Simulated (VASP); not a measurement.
# Ag (P6_3/mmc) in VASP: vibrations by perturbation theory with PBEsol

Aim: the vibrations by perturbation theory of Ag with PBEsol.

All numbers are computed with VASP 6.6.1; they aren't measurements. Logs are shortened: lines on timing, memory, paths and dates and some standing lists are left out, and cuts for length are marked.

### Step 1. The cell of the first run

Symmetry: P6_3/mmc, No. 194, hexagonal system. The conventional cell has a = 2.774 Å, b = 2.774 Å, c = 4.549 Å, α = 90.00°, β = 90.00°, γ = 120.00°. Within 3.7 Å of Ag (site symmetry -6m2) lie 12 Ag at 2.77 to 2.78 Å.

This isn't the form of Ag at room conditions, which is fcc.

### Step 2. Vibrations by perturbation theory, PBEsol

INCAR reads:

```
SYSTEM = Ag
ALGO = Normal
EDIFF = 1E-8
ENCUT = 520
GGA = PS
IBRION = 8
ISIF = 2
ISMEAR = -1
LASPH = .TRUE.
LCHARG = .FALSE.
LREAL = .FALSE.
LWAVE = .FALSE.
NELM = 100
NSW = 1
PREC = Accurate
SIGMA = 0.15
```

KPOINTS reads:

```
k-points
0
G
  18 18 10
  0 0 0
```

POSCAR reads:

```
Ag
1.0
    2.7736879469      0.0000000000      0.0000000000
   -1.3868439734      2.4020842242      0.0000000000
    0.0000000000      0.0000000000      4.5485637465
Ag
2
Direct
    0.3333333333      0.6666666667      0.2500000000
    0.6666666667      0.3333333333      0.7500000000
```

Potentials or basis: VASP PAW PBE potentials, release 64 (Ag).

The run is started by

```sh
$ cat potpaw_PBE.64/Ag/POTCAR > POTCAR
$ mpirun -np 1 vasp_std > vasp.out
```

OUTCAR:

```text
SYSTEM = Ag
   EDIFF = 1E-8
   ENCUT = 520
   GGA = PS
   IBRION = 8
   ISIF = 2
   ISMEAR = -1
   LASPH = .TRUE.
   LREAL = .FALSE.
   NELM = 100
   NSW = 1
   PREC = Accurate

 ion  position               nearest neighbor table
   1  0.333  0.667  0.250-   2 2.78   2 2.78   2 2.78   2 2.78   2 2.78   2 2.78
   2  0.667  0.333  0.750-   1 2.78   1 2.78   1 2.78   1 2.78   1 2.78   1 2.78

  LATTYP: Found a hexagonal cell.
 ALAT       =     2.7736879469
 C/A-ratio  =     1.6398974339

  Lattice vectors:

 A1 = (   2.7736879469,   0.0000000000,   0.0000000000)
 A2 = (  -1.3868439734,   2.4020842242,   0.0000000000)
 A3 = (   0.0000000000,   0.0000000000,   4.5485637465)

Analysis of symmetry for initial positions (statically):
=====================================================================
 Subroutine PRICEL returns:
 Original cell was already a primitive cell.

 Routine SETGRP: Setting up the symmetry group for a
 hexagonal supercell.

 Subroutine GETGRP returns: Found 24 space group operations
 (whereof 12 operations were pure point group operations)
 out of a pool of 24 trial point group operations.

The static configuration has the point symmetry D_3d.
 The point group associated with its full space group is D_6h.

Analysis of symmetry for dynamics (positions and initial velocities):
=====================================================================
 Subroutine PRICEL returns:
 Original cell was already a primitive cell.

 Routine SETGRP: Setting up the symmetry group for a
 hexagonal supercell.

 Subroutine GETGRP returns: Found 24 space group operations
 (whereof 12 operations were pure point group operations)
 out of a pool of 24 trial point group operations.

The dynamic configuration has the point symmetry D_3d.
 The point group associated with its full space group is D_6h.

 Subroutine INISYM returns: Found 24 space group operations
 (whereof 12 operations are pure point group operations),
 and found     1 'primitive' translations

----------------------------------------------------------------------------------------

                                     Primitive cell

  volume of cell :      30.3054

  direct lattice vectors                    reciprocal lattice vectors
     2.773687947  0.000000000  0.000000000     0.360530824  0.208152568  0.000000000
    -1.386843973  2.402084224  0.000000000     0.000000000  0.416305136  0.000000000
     0.000000000  0.000000000  4.548563747     0.000000000  0.000000000  0.219849618

  length of vectors
     2.773687947  2.773687947  4.548563747     0.416305136  0.416305136  0.219849618

  position of ions in fractional coordinates (direct lattice)
     0.333333333  0.666666667  0.250000000
     0.666666667  0.333333333  0.750000000

  ion indices of the primitive-cell ions
   primitive index   ion index
                 1           1
                 2           2

----------------------------------------------------------------------------------------

 KPOINTS: k-points

Automatic generation of k-mesh.
 Grid dimensions read from file:
 generate k-points for:   18   18   10

 Generating k-lattice:

  Cartesian coordinates                     Fractional coordinates (reciprocal lattice)
     0.020029490  0.011564032  0.000000000     0.055555556  0.000000000  0.000000000
     0.000000000  0.023128063  0.000000000     0.000000000  0.055555556  0.000000000
     0.000000000  0.000000000  0.021984962     0.000000000  0.000000000  0.100000000

  Length of vectors
     0.023128063  0.023128063  0.021984962

  Shift w.r.t. Gamma in fractional coordinates (k-lattice)
     0.000000000  0.000000000  0.000000000

 Subroutine IBZKPT returns following result:
 ===========================================
[... 99 lines left out ...]

 val. band max:        9.9822546519   @ k =   0.1111   0.1111   0.2000
 cond. band min:       9.9856008599   @ k =   0.3333   0.0556   0.4000
 fundamental gap:      0.0033462079
 Fermi energy:         9.9841093797

 k-point     1 :       0.0000    0.0000    0.0000
  band No.  band energies     occupation
      1       1.2365      2.00000
      2       2.7724      2.00000
      3       4.7105      2.00000
      4       4.8421      2.00000
      5       4.8421      2.00000
      6       5.1384      2.00000
      7       5.1384      2.00000
      8       5.5964      2.00000
      9       5.5964      2.00000
     10       6.8311      2.00000
     11       6.8311      2.00000
     12       9.1514      1.99227
     13      14.2038      0.00000
     14      25.9066      0.00000
[... 401 lines left out ...]
      2       3.3318      2.00000
      3       3.4596      2.00000
      4       4.6989      2.00000
      5       5.0928      2.00000
      6       5.3438      2.00000
      7       5.3788      2.00000
      8       6.8135      2.00000
      9       6.9832      2.00000
     10       7.0188      2.00000
     11       9.6714      1.77880
     12      13.1674      0.00000
     13      17.2408      0.00000
     14      17.5283      0.00000
     15      19.6447      0.00000

 [... further k-points ...]

------------------------ aborting loop because EDIFF is reached ----------------------------------------

  FORCE on cell =-STRESS in cart. coord.  units (eV):
  Direction    XX          YY          ZZ          XY          YZ          ZX
  --------------------------------------------------------------------------------------
  -------------------------------------------------------------------------------------
  Total        2.7658051      2.7658051      2.7648507      0.0000000      0.0000000      0.0000000
  in kB      146.2217706    146.2217706    146.1713119      0.0000000      0.0000000      0.0000000
  external PRESSURE =     146.2049510 kB  Pullay stress =       0.0000000 kB

 VOLUME and BASIS-vectors are now :
 -----------------------------------------------------------------------------
  energy-cutoff  :      520.00
  volume of cell :       30.31
      direct lattice vectors                 reciprocal lattice vectors
     2.773687947  0.000000000  0.000000000     0.360530824  0.208152568  0.000000000
    -1.386843973  2.402084224  0.000000000     0.000000000  0.416305136  0.000000000
     0.000000000  0.000000000  4.548563747     0.000000000  0.000000000  0.219849618

 POSITION                                       TOTAL-FORCE (eV/Angst)
 -----------------------------------------------------------------------------------
     -0.00000      1.60139      1.13714        -0.000000      0.000000      0.000000
      1.38684      0.80069      3.41142         0.000000     -0.000000      0.000000
 -----------------------------------------------------------------------------------
    total drift:                               -0.000000      0.000000     -0.000000

  FREE ENERGIE OF THE ION-ELECTRON SYSTEM (eV)
  ---------------------------------------------------
  free  energy   TOTEN  =        -6.5010304414 eV

  energy  without entropy=       -6.4593611381  energy(sigma->0) =       -6.48019579

[... ionic steps 2 to 3 ...]

--------------------------------------- Ionic step        4  -------------------------------------------

------------------------ aborting loop because EDIFF is reached ----------------------------------------

[... ionic steps 5 to 5 ...]

--------------------------------------- Ionic step        6  -------------------------------------------

 Free energy of the ion-electron system (eV)
  ---------------------------------------------------
  ---------------------------------------------------
  free energy    TOTEN  =        -0.31482150 eV

  energy without entropy =       -0.31482150

------------------------ aborting loop because EDIFF is reached ----------------------------------------

 INTERNAL STRAIN TENSOR  FOR ION    1  DIRECTION 3   (eV/Angst):
 -----------------------------------------------------------------------------
     0.00546  0.00000 -0.00000
     0.00000  0.00546  0.00000
    -0.00000 -0.00000 -0.00341

 INTERNAL STRAIN TENSOR FOR ION    2 for displacements in x,y,z  (eV/Angst):
          X           Y           Z          XY          YZ          ZX
  --------------------------------------------------------------------------------
  x     0.00000    -0.00000     0.00000     1.98656     0.00000     0.00000
  y     1.98656    -1.98656     0.00000    -0.00000     0.00000     0.00000
  z     0.00000     0.00000     0.00000     0.00000     0.00000    -0.00000

 SECOND DERIVATIVES (NOT SYMMETRIZED)
 ------------------------------------
               1X          1Y          1Z          2X          2Y          2Z
  1X    -1.471232   -0.000000    0.000000    1.471232    0.000000    0.000000
  1Y    -0.000000   -1.471232    0.000000    0.000000    1.471232    0.000000
  1Z     0.000000    0.000000   -9.915797   -0.000000   -0.000000    9.915797
  2X     1.471232    0.000000    0.000000   -1.471232   -0.000000    0.000000
  2Y     0.000000    1.471232    0.000000   -0.000000   -1.471232    0.000000
  2Z    -0.000000   -0.000000    9.915797    0.000000    0.000000   -9.915797

 Eigenvectors and eigenvalues of the dynamical matrix
 ----------------------------------------------------

   1 f  =    6.703216 THz    42.117548 2PiTHz  223.595218 cm-1    27.722261 meV
             X         Y         Z           dx          dy          dz
     -0.000000  1.601389  1.137141     0.000000    0.000000   -0.707107
      1.386844  0.800695  3.411423    -0.000000    0.000000    0.707107
[... 11 lines left out ...]
   4 f  =    0.000000 THz     0.000000 2PiTHz    0.000002 cm-1     0.000000 meV
             X         Y         Z           dx          dy          dz
     -0.000000  1.601389  1.137141    -0.100842   -0.482609    0.506872
      1.386844  0.800695  3.411423    -0.100842   -0.482609    0.506872

   5 f/i=    0.000000 THz     0.000000 2PiTHz    0.000001 cm-1     0.000000 meV
             X         Y         Z           dx          dy          dz
     -0.000000  1.601389  1.137141    -0.688281   -0.024457   -0.160220
      1.386844  0.800695  3.411423    -0.688281   -0.024457   -0.160220

   6 f/i=    0.000000 THz     0.000000 2PiTHz    0.000002 cm-1     0.000000 meV
             X         Y         Z           dx          dy          dz
     -0.000000  1.601389  1.137141     0.126884   -0.516227   -0.466273
      1.386844  0.800695  3.411423     0.126884   -0.516227   -0.466273

--------------------------------------------------------------------------------------------------------

 ELASTIC MODULI CONTR FROM IONIC RELAXATION (kBar)
 Direction    XX          YY          ZZ          XY          YZ          ZX
 --------------------------------------------------------------------------------
 XX        -141.8121    141.8121     -0.0000     -0.0000     -0.0000      0.0000
 YY         141.8121   -141.8121      0.0000     -0.0000      0.0000     -0.0000
 ZZ          -0.0000      0.0000     -0.0000     -0.0000     -0.0000      0.0000
 XY          -0.0000     -0.0000     -0.0000   -141.8121      0.0000     -0.0000
 YZ          -0.0000      0.0000     -0.0000      0.0000     -0.0000      0.0000
 ZX           0.0000     -0.0000      0.0000     -0.0000      0.0000     -0.0000
 --------------------------------------------------------------------------------
```

It took 5 min on 1 thread of Intel Xeon 6975P-C (Granite Rapids), shared host; peak memory 0.88 GiB.

What came out:

* Highest phonon frequency at Γ: 224 cm⁻¹

Phonon frequencies in cm⁻¹ (negative: imaginary):
```
              q point      frequencies
(0.000, 0.000, 0.000)  0 0 0 86 86 224
```

Caveat: the cell stands under pressure or tension, which shifts response properties; the PAW data sets were made with another functional, which shifts forces and pressure a little.
